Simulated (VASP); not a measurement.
# ZnCu (Cmm2) in VASP: notebook

Runs on ZnCu. Level: r2SCAN. Tasks: single point.

Everything below comes from runs of VASP 6.6.1. Logs are shortened: lines on timing, memory, paths and dates and some standing lists are left out, and cuts for length are marked.

## (1) The cell of the first run

The structure is orthorhombic, space group Cmm2 (No. 35). The conventional cell has a = 2.976 Å, b = 4.243 Å, c = 4.141 Å, α = 90.00°, β = 90.00°, γ = 90.00°. Within 3.3 Å of Zn (site symmetry mm2) lie 8 Cu at 2.51 to 3.00 Å and 6 Zn at 2.59 to 2.98 Å. Within 3.3 Å of Cu (site symmetry mm2) lie 8 Zn at 2.51 to 3.00 Å and 6 Cu at 2.59 to 2.98 Å.

## (2) Single point, r2SCAN

File POSCAR:

```
ZnCu
1.0
    1.4880400000     -2.1212800000      0.0000000000
    1.4880400000      2.1212800000      0.0000000000
    0.0000000000      0.0000000000      4.1407500000
Zn Cu
1 1
Direct
    0.5000000000      0.5000000000      0.4879248928
    0.0000000000      0.0000000000      0.0000000000
```

File INCAR.step1:

```
SYSTEM = ZnCu
PREC = Accurate
ENCUT = 520
ISMEAR = -1
SIGMA = 0.1
LREAL = .False.
LASPH = .True.
NELM = 100
NBANDS = 18
GGA = PE
ALGO = Normal
EDIFF = 1E-4
LWAVE = .True.
LCHARG = .False.
```

File INCAR.step2:

```
SYSTEM = ZnCu
PREC = Accurate
ENCUT = 520
EDIFF = 1E-6
ISMEAR = -1
SIGMA = 0.1
LREAL = .False.
LASPH = .True.
NELM = 100
ALGO = Normal
ISIF = 2
LWAVE = .False.
LCHARG = .True.
METAGGA = R2SCAN
LMIXTAU = .True.
LELF = .True.
LVHAR = .True.
NBANDS = 18
ISTART = 1
```

File KPOINTS:

```
regular mesh
0
Gamma
  11 11 7
  0 0 0
```

Potentials or basis: VASP PAW PBE potentials, release 64 (Zn, Cu).

Run with:

```bash
cat potpaw_PBE.64/Zn/POTCAR potpaw_PBE.64/Cu/POTCAR > POTCAR
cp INCAR.step1 INCAR
mpirun -np 1 vasp_std > vasp.out
cp INCAR.step2 INCAR
mpirun -np 1 vasp_std > vasp.out
```

OUTCAR:

```text
SYSTEM = ZnCu
   PREC = Accurate
   ENCUT = 520
   EDIFF = 1E-6
   ISMEAR = -1
   LREAL = .False.
   LASPH = .True.
   NELM = 100
   ISIF = 2
   METAGGA = R2SCAN
   ISTART = 1

 ion  position               nearest neighbor table
   1  0.500  0.500  0.488-   2 2.51   2 2.51   2 2.59   2 2.59
   2  0.000  0.000  0.000-   1 2.51   1 2.51   1 2.59   1 2.59

  LATTYP: Found a base centered orthorhombic cell.
 ALAT       =     2.9760800000
 B/A-ratio  =     1.4255530765
 C/A-ratio  =     1.3913436467

  Lattice vectors:

 A1 = (   1.4880400000,  -2.1212800000,   0.0000000000)
 A2 = (   1.4880400000,   2.1212800000,   0.0000000000)
 A3 = (   0.0000000000,   0.0000000000,   4.1407500000)

Analysis of symmetry for initial positions (statically):
=====================================================================
 Subroutine PRICEL returns:
 Original cell was already a primitive cell.

 Routine SETGRP: Setting up the symmetry group for a
 base centered orthorhombic supercell.

 Subroutine GETGRP returns: Found  4 space group operations
 (whereof  4 operations were pure point group operations)
 out of a pool of  8 trial point group operations.

The static configuration has the point symmetry C_2v.

Analysis of symmetry for dynamics (positions and initial velocities):
=====================================================================
 Subroutine PRICEL returns:
 Original cell was already a primitive cell.

 Routine SETGRP: Setting up the symmetry group for a
 base centered orthorhombic supercell.

 Subroutine GETGRP returns: Found  4 space group operations
 (whereof  4 operations were pure point group operations)
 out of a pool of  8 trial point group operations.

The dynamic configuration has the point symmetry C_2v.

 Subroutine INISYM returns: Found  4 space group operations
 (whereof  4 operations are pure point group operations),
 and found     1 'primitive' translations

----------------------------------------------------------------------------------------

                                     Primitive cell

  volume of cell :      26.1410
[... 79 lines left out ...]
 SYSTEM =  ZnCu
   PREC   = accura    normal or accurate (medium, high low for compatibility)
   ISTART =      1    job   : 0-new  1-cont  2-samecut
   ICHARG =      0    charge: 1-file 2-atom 10-const
   ISPIN  =      1    spin polarized calculation?
   LNONCOLLINEAR =      F non collinear calculations
   LSORBIT =      F    spin-orbit coupling
   LASPH  =      T    aspherical Exc in radial PAW
   ENCUT  =  520.0 eV  38.22 Ry    6.18 a.u.   4.82  4.82  7.70*2*pi/ulx,y,z
   NELM   =    100;   NELMIN=  2; NELMDL=  0     # of ELM steps
   EDIFF  = 0.1E-05   stopping-criterion for ELM
   LREAL  =      F    real-space projection
   EDIFFG = 0.1E-04   stopping-criterion for IOM
   NSW    =      0    number of steps for IOM
   IBRION =     -1    ionic relax: 0-MD 1-quasi-New 2-CG
   NFREE  =      0    steps in history (QN), initial steepest desc. (CG)
   ISIF   =      2    stress and relaxation
   ISYM   =      2    0-nonsym 1-usesym 2-fastsym
   POTIM  = 0.5000    time-step for ionic-motion
   TEBEG  =    0.0;   TEEND  =   0.0 temperature during run
   PSTRESS=    0.0 pullay stress
   NELECT =      23.0000    total number of electrons
   NUPDOWN=      -1.0000    fix difference up-down
   EMIN   =  10.00;   EMAX   =-10.00  energy-range for DOS
   EFERMI =   0.00;   METHOD = LEGACY
   ISMEAR =    -1;   SIGMA  =   0.10  broadening in eV -4-tet -1-fermi 0-gaus
   EFERMI_NEDOS =   21; number of points for ismear=-14 and -15
   IALGO  =     38    algorithm
   IMIX   =      4    mixing-type and parameters
     AMIX     =   0.40;   BMIX     =  1.00
     AMIX_MAG =   1.60;   BMIX_MAG =  1.00
  volume/ion in A,a.u.               =      13.07        88.20
  Fermi-wavevector in a.u.,A,eV,Ry     =   1.568713  2.964438 33.482051  2.460861
  Thomas-Fermi vector in A             =   2.670704
   LORBIT       =      0    0 simple, 1 ext, 2 COOP (PROOUT), +10 PAW based schemes
   METAGGA = R2SCAN    functional components
   LHFCALC =     F    Hartree Fock is set to
   AEXX    =    0.0000 exact exchange contribution
   IVDW    =     0    specifies the selected vdW correction
   LEPSILON=     F    determine dielectric tensor
   LRPA    =     F    only Hartree local field effects (RPA)
 non-spin polarized calculation
  energy-cutoff  :      520.00
  volume of cell :       26.14
 maximum number of plane-waves:       726
   NGX =  9   NGY =  9   NGZ = 15

 number of electron      22.9999988 magnetization

 Free energy of the ion-electron system (eV)
  ---------------------------------------------------
  ext. energy  EPLUGINS =         0.00000000
  ---------------------------------------------------
  free energy    TOTEN  =       -19.84026493 eV

  energy without entropy =      -19.82497050  energy(sigma->0) =      -19.83261771

 E-fermi :   5.0825     XC(G=0): -13.3742

 val. band max:        5.0635681350   @ k =  -0.1818   0.0909   0.0000
 cond. band min:       5.1993024289   @ k =   0.2727  -0.0000   0.1429
 fundamental gap:      0.1357342939
 Fermi energy:         5.0824617300

 k-point     1 :       0.0000    0.0000    0.0000
  band No.  band energies     occupation
      1      -5.5141      2.00000
      2      -3.2359      2.00000
      3      -3.0897      2.00000
      4      -2.3931      2.00000
      5      -2.3740      2.00000
      6      -2.1806      2.00000
[... 481 lines left out ...]
      5      -2.4932      2.00000
      6      -2.4814      2.00000
[... 10 lines left out ...]
     17      25.3576      0.00000
     18      25.7194      0.00000

 [... further k-points ...]

------------------------ aborting loop because EDIFF is reached ----------------------------------------

  FORCE on cell =-STRESS in cart. coord.  units (eV):
  Direction    XX          YY          ZZ          XY          YZ          ZX
  --------------------------------------------------------------------------------------
  -------------------------------------------------------------------------------------
  Total       -0.6005702     -0.8565301     -0.7622758      0.0000000      0.0000000      0.0000000
  in kB      -36.8088954    -52.4966538    -46.7198139      0.0000000      0.0000000      0.0000000
  external PRESSURE =     -45.3417877 kB  Pullay stress =       0.0000000 kB

 VOLUME and BASIS-vectors are now :
 -----------------------------------------------------------------------------
  energy-cutoff  :      520.00
  volume of cell :       26.14
      direct lattice vectors                 reciprocal lattice vectors
     1.488040000 -2.121280000  0.000000000     0.336012473 -0.235706743  0.000000000
     1.488040000  2.121280000  0.000000000     0.336012473  0.235706743  0.000000000
     0.000000000  0.000000000  4.140750000     0.000000000  0.000000000  0.241502143

 POSITION                                       TOTAL-FORCE (eV/Angst)
 -----------------------------------------------------------------------------------
      1.48804      0.00000      2.02037         0.000000      0.000000      0.272299
      0.00000      0.00000      0.00000        -0.000000      0.000000     -0.272299
 -----------------------------------------------------------------------------------
    total drift:                               -0.000000      0.000000     -0.006359

  FREE ENERGIE OF THE ION-ELECTRON SYSTEM (eV)
  ---------------------------------------------------
  free  energy   TOTEN  =       -19.8402649284 eV

  energy  without entropy=      -19.8249705006  energy(sigma->0) =      -19.83261771
```

OUTCAR.step1:

```text
SYSTEM = ZnCu
   PREC = Accurate
   ENCUT = 520
   ISMEAR = -1
   LREAL = .False.
   LASPH = .True.
[... 726 lines left out ...]
      1.48804      0.00000      2.02037         0.000000      0.000000      0.293942
      0.00000      0.00000      0.00000         0.000000      0.000000     -0.293942
 -----------------------------------------------------------------------------------
    total drift:                               -0.000000      0.000000     -0.000122

  FREE ENERGIE OF THE ION-ELECTRON SYSTEM (eV)
  ---------------------------------------------------
  free  energy   TOTEN  =        -4.9371955389 eV

  energy  without entropy=       -4.9212523872  energy(sigma->0) =       -4.92922396
```

Run time: 4.6 min. Hardware: 1 thread of Intel Xeon 8259CL, shared host; peak memory 0.2 GiB.

What came out:

- Free energy: -19.8403 eV
- Pressure: -4.5 GPa
- Largest force: 0.272 eV/Å
- Band gap on the k mesh: zero (an odd number of electrons rules out a gap without spin polarisation)

Forces in eV/Å, atoms in the order of the input:
```
Zn   0.000  0.000  0.272
Cu   0.000  0.000 -0.272
```

Stress tensor (GPa, compression positive):
```
-3.68  0.00  0.00
 0.00 -5.25  0.00
 0.00  0.00 -4.67
```

Caveat: the cell stands under tension; the PAW data sets were made with another functional, which shifts forces and pressure a little.

## (3) Single point, r2SCAN

Changes to POSCAR since step 2:

```diff
@@ -8,3 +8,3 @@
 Direct
-    0.5000000000      0.5000000000      0.4879248928
+    0.5000000000      0.5000000000      0.4939624464
     0.0000000000      0.0000000000      0.0000000000
```

File INCAR.step1:

```
SYSTEM = ZnCu
ALGO = Normal
EDIFF = 1E-4
ENCUT = 520
GGA = PE
ISMEAR = -1
LASPH = .TRUE.
LCHARG = .FALSE.
LREAL = .FALSE.
LWAVE = .TRUE.
NBANDS = 18
NELM = 80
PREC = Accurate
SIGMA = 0.1
```

File INCAR.step2:

```
SYSTEM = ZnCu
ALGO = Normal
EDIFF = 1E-6
ENCUT = 520
ISIF = 2
ISMEAR = -1
ISTART = 1
LASPH = .TRUE.
LCHARG = .FALSE.
LMIXTAU = .TRUE.
LREAL = .FALSE.
LWAVE = .FALSE.
METAGGA = R2SCAN
NBANDS = 18
NELM = 80
PREC = Accurate
SIGMA = 0.1
```

File KPOINTS:

```
k-points
0
G
  11 11 7
  0 0 0
```

Potentials or basis: VASP PAW PBE potentials, release 64 (Zn, Cu).

Run with:

```bash
cat potpaw_PBE.64/Zn/POTCAR potpaw_PBE.64/Cu/POTCAR > POTCAR
cp INCAR.step1 INCAR
mpirun -np 1 vasp_std > vasp.out
cp INCAR.step2 INCAR
mpirun -np 1 vasp_std > vasp.out
```

Run time: 3.9 min. Hardware: 1 thread of Intel Xeon 8259CL, shared host; peak memory 0.2 GiB.

The run converged. Its results:

* Free energy: -19.8454 eV
* Pressure: -4.6 GPa
* Largest force: 0.140 eV/Å
* Band gap on the k mesh: zero (an odd number of electrons rules out a gap without spin polarisation)

Forces in eV/Å, atoms in the order of the input:
```
Zn   0.000  0.000  0.140
Cu   0.000  0.000 -0.140
```

Stress tensor (GPa, compression positive):
```
-3.84  0.00  0.00
 0.00 -5.29  0.00
 0.00  0.00 -4.76
```

Levels at points of the mesh, in eV from the Fermi level:
| k point | band 10 | band 11 | band 12 | band 13 | band 14 | band 15 |
| --- | --- | --- | --- | --- | --- | --- |
| (0.00, 0.00, 0.00) | -2.51 | -2.42 | -1.67 | 2.37 | 15.03 | 15.81 |

Caveat: the cell stands under tension; the PAW data sets were made with another functional, which shifts forces and pressure a little.
